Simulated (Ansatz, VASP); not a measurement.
One calculation of KBr, two programs

The input INCAR:

```
SYSTEM = KBr
ALGO = Normal
EDIFF = 1E-6
ENCUT = 520
GGA = PE
ISIF = 2
ISMEAR = 0
LASPH = .TRUE.
LCHARG = .FALSE.
LREAL = .FALSE.
LWAVE = .FALSE.
NBANDS = 15
NELM = 60
PREC = Accurate
SIGMA = 0.01
```

Contents of KPOINTS:

```
k-points
0
G
  6 6 6
  0 0 0
```

Contents of POSCAR:

```
KBr
1.0
    3.9762553130      0.0000000000      0.0000000000
    0.0000000000      3.9762553130      0.0000000000
    0.0000000000      0.0000000000      3.9762553130
K Br
1 1
Direct
    0.0000000000      0.0000000000      0.0000000000
    0.5000000000      0.5000000000      0.5000000000
```

Input for Ansatz:

```yaml
crystal:
  lattice:
    - [3.976255313, 0.0, 0.0]
    - [0.0, 3.976255313, 0.0]
    - [0.0, 0.0, 3.976255313]
  atoms:
    - { symbol: K, position: [0.0, 0.0, 0.0] }
    - { symbol: Br, position: [0.5, 0.5, 0.5] }
kpoints:
  mp_grid: { grid: [6, 6, 6] }
hamiltonian:
  xc: pbe
scf:
  occupations: { method: fixed }
output:
  optics:
    e_range: [0, 18]
    de: 0.05
    sigma: 0.1
    bands: { spectra_wanted_up_to: 18 }
  write_density: true
  write_potential: true
  elf: true
  volumetric_format: npy
```

Alike in both runs: task single point; functional PBE; k mesh 6 × 6 × 6; no spin polarisation.

|  | VASP | Ansatz |
| --- | --- | --- |
| version | VASP 6.6.1 | Ansatz 0.2.0 |
| potentials or method | VASP PAW PBE potentials, release 64 (K_sv, Br) | plane waves, PAW |
| plane-wave cutoff (eV) | 520 | 420 |
| occupations | gaussian, width 0.01 eV | fixed |
| valence electrons in the cell | 16 | 16 |

|  | VASP | Ansatz | Ansatz less VASP |
| --- | --- | --- | --- |
| gap on the k mesh at the Fermi level (eV) | 4.02 | 4.02 | +0.001 |
